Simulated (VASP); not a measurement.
# Ru (P6_3/mmc) in VASP: further runs

Runs on Ru. Level: PBEsol. Tasks: single point.

Everything below comes from runs of VASP 6.6.1. Logs are shortened: lines on timing, memory, paths and dates and some standing lists are left out, and cuts for length are marked.

**1. The cell of the first run**

Symmetry: P6_3/mmc, No. 194, hexagonal system. Conventional cell: a = 2.539 Å, b = 2.539 Å, c = 3.844 Å, α = 90.00°, β = 90.00°, γ = 120.00°. Ru (site symmetry -6m2) has 12 Ru at 2.42 to 2.54 Å within 3.2 Å.

**2. Single point, PBEsol**

File INCAR:

```
SYSTEM = Ru
  PREC = Accurate
  ENCUT = 520
  EDIFF = 1E-6
  ISMEAR = 0
  SIGMA = 0.15
  LREAL = .FALSE.
  LASPH = .TRUE.
  NELM = 80
  ALGO = Normal
  ISIF = 2
  LWAVE = .FALSE.
  LCHARG = .FALSE.
  GGA = PS
  NBANDS = 21
```

File KPOINTS:

```
regular mesh
0
G
  18 18 10
  0 0 0
```

File POSCAR:

```
Ru
1.0
    2.5391000000      0.0000000000      0.0000000000
   -1.2695500000      2.1989251028      0.0000000000
    0.0000000000      0.0000000000      3.8442000000
Ru
2
Direct
    0.3333333333      0.6666666667      0.2500000000
    0.6666666667      0.3333333333      0.7500000000
```

Potentials or basis: VASP PAW PBE potentials, release 64 (Ru_pv).

Command:

```sh
cat potpaw_PBE.64/Ru_pv/POTCAR > POTCAR
mpirun -np 1 vasp_std > vasp.out
```

OUTCAR:

```text
SYSTEM = Ru
   PREC = Accurate
   ENCUT = 520
   EDIFF = 1E-6
   ISMEAR = 0
   LREAL = .FALSE.
   LASPH = .TRUE.
   NELM = 80
   ISIF = 2
   GGA = PS

 ion  position               nearest neighbor table
   1  0.333  0.667  0.250-   2 2.42   2 2.42   2 2.42   2 2.42   2 2.42   2 2.42
   2  0.667  0.333  0.750-   1 2.42   1 2.42   1 2.42   1 2.42   1 2.42   1 2.42

  LATTYP: Found a hexagonal cell.
 ALAT       =     2.5391000000
 C/A-ratio  =     1.5140010240

  Lattice vectors:

 A1 = (   2.5391000000,   0.0000000000,   0.0000000000)
 A2 = (  -1.2695500000,   2.1989251028,   0.0000000000)
 A3 = (   0.0000000000,   0.0000000000,   3.8442000000)

Analysis of symmetry for initial positions (statically):
=====================================================================
 Subroutine PRICEL returns:
 Original cell was already a primitive cell.

 Routine SETGRP: Setting up the symmetry group for a
 hexagonal supercell.

 Subroutine GETGRP returns: Found 24 space group operations
 (whereof 12 operations were pure point group operations)
 out of a pool of 24 trial point group operations.

The static configuration has the point symmetry D_3d.
 The point group associated with its full space group is D_6h.

Analysis of symmetry for dynamics (positions and initial velocities):
=====================================================================
 Subroutine PRICEL returns:
 Original cell was already a primitive cell.

 Routine SETGRP: Setting up the symmetry group for a
 hexagonal supercell.

 Subroutine GETGRP returns: Found 24 space group operations
 (whereof 12 operations were pure point group operations)
 out of a pool of 24 trial point group operations.

The dynamic configuration has the point symmetry D_3d.
 The point group associated with its full space group is D_6h.

 Subroutine INISYM returns: Found 24 space group operations
 (whereof 12 operations are pure point group operations),
 and found     1 'primitive' translations

----------------------------------------------------------------------------------------

                                     Primitive cell

  volume of cell :      21.4633

  direct lattice vectors                    reciprocal lattice vectors
     2.539100000  0.000000000  0.000000000     0.393840337  0.227383825  0.000000000
    -1.269550000  2.198925103  0.000000000     0.000000000  0.454767649  0.000000000
     0.000000000  0.000000000  3.844200000     0.000000000  0.000000000  0.260132147

  length of vectors
     2.539100000  2.539100000  3.844200000     0.454767649  0.454767649  0.260132147

  position of ions in fractional coordinates (direct lattice)
     0.333333333  0.666666667  0.250000000
     0.666666667  0.333333333  0.750000000

  ion indices of the primitive-cell ions
   primitive index   ion index
                 1           1
                 2           2

----------------------------------------------------------------------------------------

 KPOINTS: regular mesh

Automatic generation of k-mesh.
 Grid dimensions read from file:
 generate k-points for:   18   18   10

 Generating k-lattice:

  Cartesian coordinates                     Fractional coordinates (reciprocal lattice)
     0.021880019  0.012632435  0.000000000     0.055555556  0.000000000  0.000000000
     0.000000000  0.025264869  0.000000000     0.000000000  0.055555556  0.000000000
     0.000000000  0.000000000  0.026013215     0.000000000  0.000000000  0.100000000

  Length of vectors
     0.025264869  0.025264869  0.026013215

  Shift w.r.t. Gamma in fractional coordinates (k-lattice)
     0.000000000  0.000000000  0.000000000

 Subroutine IBZKPT returns following result:
 ===========================================

 Found    222 irreducible k-points:

 Following reciprocal coordinates:
            Coordinates               Weight
  0.000000  0.000000  0.000000      1.000000
  0.055556  0.000000  0.000000      6.000000
  0.111111  0.000000  0.000000      6.000000
  0.166667 -0.000000  0.000000      6.000000
  0.222222 -0.000000  0.000000      6.000000
  0.277778 -0.000000  0.000000      6.000000
[... 16 lines left out ...]
  0.333333  0.111111  0.000000     12.000000
  0.388889  0.111111  0.000000     12.000000
 [... further k-points ...]
   k-points           NKPTS =    222   k-points in BZ     NKDIM =    222   number of bands    NBANDS=     21
   number of dos      NEDOS =    301   number of ions     NIONS =      2
   total plane-waves  NPLWV =  12000
   dimension x,y,z NGX =    20 NGY =   20 NGZ =   30
   dimension x,y,z NGXF=    40 NGYF=   40 NGZF=   60
   ions per type =               2
   NGX,Y,Z   is equivalent  to a cutoff of  13.09, 13.09, 12.97 a.u.
   NGXF,Y,Z  is equivalent  to a cutoff of  26.19, 26.19, 25.95 a.u.
 SYSTEM =  Ru
   PREC   = accura    normal or accurate (medium, high low for compatibility)
   ISTART =      0    job   : 0-new  1-cont  2-samecut
   ICHARG =      2    charge: 1-file 2-atom 10-const
   ISPIN  =      1    spin polarized calculation?
   LNONCOLLINEAR =      F non collinear calculations
   LSORBIT =      F    spin-orbit coupling
   LASPH  =      T    aspherical Exc in radial PAW
   ENCUT  =  520.0 eV  38.22 Ry    6.18 a.u.   4.72  4.72  7.15*2*pi/ulx,y,z
   NELM   =     80;   NELMIN=  2; NELMDL= -5     # of ELM steps
   EDIFF  = 0.1E-05   stopping-criterion for ELM
   LREAL  =      F    real-space projection
   EDIFFG = 0.1E-04   stopping-criterion for IOM
   NSW    =      0    number of steps for IOM
   IBRION =     -1    ionic relax: 0-MD 1-quasi-New 2-CG
   NFREE  =      0    steps in history (QN), initial steepest desc. (CG)
   ISIF   =      2    stress and relaxation
   ISYM   =      2    0-nonsym 1-usesym 2-fastsym
   POTIM  = 0.5000    time-step for ionic-motion
   TEBEG  =    0.0;   TEEND  =   0.0 temperature during run
   PSTRESS=    0.0 pullay stress
   NELECT =      28.0000    total number of electrons
   NUPDOWN=      -1.0000    fix difference up-down
   EMIN   =  10.00;   EMAX   =-10.00  energy-range for DOS
   EFERMI =   0.00;   METHOD = LEGACY
   ISMEAR =     0;   SIGMA  =   0.15  broadening in eV -4-tet -1-fermi 0-gaus
   EFERMI_NEDOS =   21; number of points for ismear=-14 and -15
   IALGO  =     38    algorithm
   IMIX   =      4    mixing-type and parameters
     AMIX     =   0.40;   BMIX     =  1.00
     AMIX_MAG =   1.60;   BMIX_MAG =  1.00
  volume/ion in A,a.u.               =      10.73        72.42
  Fermi-wavevector in a.u.,A,eV,Ry     =   1.788801  3.380344 43.536059  3.199810
  Thomas-Fermi vector in A             =   2.851904
   LORBIT       =      0    0 simple, 1 ext, 2 COOP (PROOUT), +10 PAW based schemes
   GGA     = PS    functional components
   LHFCALC =     F    Hartree Fock is set to
   AEXX    =    0.0000 exact exchange contribution
   IVDW    =     0    specifies the selected vdW correction
   LEPSILON=     F    determine dielectric tensor
   LRPA    =     F    only Hartree local field effects (RPA)
 non-spin polarized calculation
 Gauss-broadening in eV      SIGMA  =   0.15
  energy-cutoff  :      520.00
  volume of cell :       21.46
 maximum number of plane-waves:       594
 NGX is ok and might be reduce to    20
   NGX =  9   NGY =  9   NGZ = 15

 number of electron      28.0000003 magnetization

 Free energy of the ion-electron system (eV)
  ---------------------------------------------------
  ext. energy  EPLUGINS =         0.00000000
  ---------------------------------------------------
  free energy    TOTEN  =       -18.58203022 eV

  energy without entropy =      -18.56798107  energy(sigma->0) =      -18.57500565

 E-fermi :  17.5194     XC(G=0): -15.7795

 val. band max:       17.5080217309   @ k =   0.2222   0.2222   0.0000
 cond. band min:      17.5248968661   @ k =   0.2778   0.1667   0.2000
 fundamental gap:      0.0168751352
 Fermi energy:        17.5193893142

 k-point     1 :       0.0000    0.0000    0.0000
  band No.  band energies     occupation
      1     -27.4334      2.00000
      2     -25.4576      2.00000
      3     -25.4576      2.00000
      4     -25.0293      2.00000
      5     -25.0293      2.00000
      6     -24.8254      2.00000
[... 13 lines left out ...]
     20      27.6032      0.00000
     21      31.4661      0.00000

 k-point     2 :       0.0556    0.0000    0.0000
  band No.  band energies     occupation
      1     -27.4114      2.00000
      2     -25.5018      2.00000
      3     -25.4739      2.00000
      4     -25.0758      2.00000
      5     -25.0332      2.00000
      6     -24.8381      2.00000
[... 13 lines left out ...]
     20      27.6032      0.00000
     21      31.4922      0.00000

 k-point     3 :       0.1111    0.0000    0.0000
  band No.  band energies     occupation
      1     -27.3466      2.00000
      2     -25.6286      2.00000
      3     -25.5196      2.00000
      4     -25.2075      2.00000
      5     -25.0454      2.00000
      6     -24.8762      2.00000
[... 13 lines left out ...]
     20      27.6032      0.00000
     21      31.5074      0.00000

 k-point     4 :       0.1667   -0.0000    0.0000
  band No.  band energies     occupation
      1     -27.2423      2.00000
      2     -25.8224      2.00000
      3     -25.5870      2.00000
      4     -25.4035      2.00000
      5     -25.0662      2.00000
      6     -24.9394      2.00000
[... 13 lines left out ...]
     20      27.6031      0.00000
     21      31.4025      0.00000

 k-point     5 :       0.2222   -0.0000    0.0000
  band No.  band energies     occupation
      1     -27.1044      2.00000
      2     -26.0591      2.00000
      3     -25.6661      2.00000
      4     -25.6355      2.00000
      5     -25.0943      2.00000
      6     -25.0266      2.00000
[... 13 lines left out ...]
     20      27.6029      0.00000
     21      31.1464      0.00000
[... 382 lines left out ...]
     20      29.0508      0.00000
     21      30.8231      0.00000

 k-point    22 :       0.2778    0.1111    0.0000
  band No.  band energies     occupation
      1     -26.7132      2.00000
      2     -26.5146      2.00000
      3     -26.1873      2.00000
      4     -25.8089      2.00000
      5     -25.2987      2.00000
      6     -25.2584      2.00000
[... 13 lines left out ...]
     20      30.4373      0.00000
     21      30.6774      0.00000

 k-point    23 :       0.3333    0.1111    0.0000
  band No.  band energies     occupation
      1     -26.6948      2.00000
      2     -26.5412      2.00000
      3     -26.2829      2.00000
      4     -25.9188      2.00000
      5     -25.4313      2.00000
      6     -25.2936      2.00000
[... 13 lines left out ...]
     20      28.8403      0.00000
     21      30.9409      0.00000

 k-point    24 :       0.3889    0.1111    0.0000
  band No.  band energies     occupation
      1     -26.8114      2.00000
      2     -26.3999      2.00000
      3     -26.3440      2.00000
      4     -25.9902      2.00000
      5     -25.5468      2.00000
      6     -25.3165      2.00000
[... 13 lines left out ...]
     20      27.6046      0.00000
     21      30.9024      0.00000

 [... further k-points ...]
[... 5 lines left out ...]
  --------------------------------------------------------------------------------------
  -------------------------------------------------------------------------------------
  Total       15.0099402     15.0099402     21.4984750      0.0000000     -0.0000000      0.0000000
  in kB     1120.4521818   1120.4521818   1604.8040757      0.0000000     -0.0000000      0.0000000
  external PRESSURE =    1281.9028131 kB  Pullay stress =       0.0000000 kB

 VOLUME and BASIS-vectors are now :
 -----------------------------------------------------------------------------
  energy-cutoff  :      520.00
  volume of cell :       21.46
      direct lattice vectors                 reciprocal lattice vectors
     2.539100000  0.000000000  0.000000000     0.393840337  0.227383825  0.000000000
    -1.269550000  2.198925103  0.000000000     0.000000000  0.454767649  0.000000000
     0.000000000  0.000000000  3.844200000     0.000000000  0.000000000  0.260132147

 POSITION                                       TOTAL-FORCE (eV/Angst)
 -----------------------------------------------------------------------------------
     -0.00000      1.46595      0.96105        -0.000000      0.000000      0.000000
      1.26955      0.73298      2.88315         0.000000     -0.000000      0.000000
 -----------------------------------------------------------------------------------
    total drift:                               -0.000000      0.000000     -0.000000

  FREE ENERGIE OF THE ION-ELECTRON SYSTEM (eV)
  ---------------------------------------------------
  free  energy   TOTEN  =       -18.5820302186 eV

  energy  without entropy=      -18.5679810742  energy(sigma->0) =      -18.57500565
```

Run time: 44 s. Hardware: 1 thread of Intel Xeon Platinum 8488C (Sapphire Rapids), shared host; peak memory 0.19 GiB.

Results:

- Free energy: -18.5820 eV
- Pressure: 128.2 GPa
- Band gap on the k mesh: zero (band 14 reaches 19.59 eV, above the bottom of band 15 at 14.95 eV)

Stress tensor (GPa, compression positive):
```
112.05   0.00   0.00
  0.00 112.05   0.00
  0.00   0.00 160.48
```

Levels at points of the mesh, in eV from the Fermi level:
| k point | band 10 | band 11 | band 12 | band 13 | band 14 | band 15 | band 16 | band 17 | band 18 | band 19 |
| --- | --- | --- | --- | --- | --- | --- | --- | --- | --- | --- |
| (0.00, 0.00, 0.00) | -3.84 | -2.90 | -2.68 | -2.68 | -2.47 | -2.47 | 1.60 | 1.60 | 2.40 | 10.08 |
| (0.50, 0.00, 0.00) | -4.74 | -2.37 | -2.31 | -1.73 | 1.72 | 2.49 | 3.11 | 5.48 | 7.96 | 10.08 |
| (0.00, 0.00, 0.50) | -4.21 | -4.21 | -4.21 | -3.11 | -3.11 | 0.88 | 0.88 | 0.88 | 0.88 | 10.08 |
| (0.50, 0.00, 0.50) | -6.20 | -1.77 | -1.77 | 0.66 | 0.66 | 2.20 | 2.20 | 4.45 | 4.45 | 10.08 |

Caveat: the PAW data sets were made with another functional, which shifts forces and pressure a little.

(Part 1 of 2 ends here.)
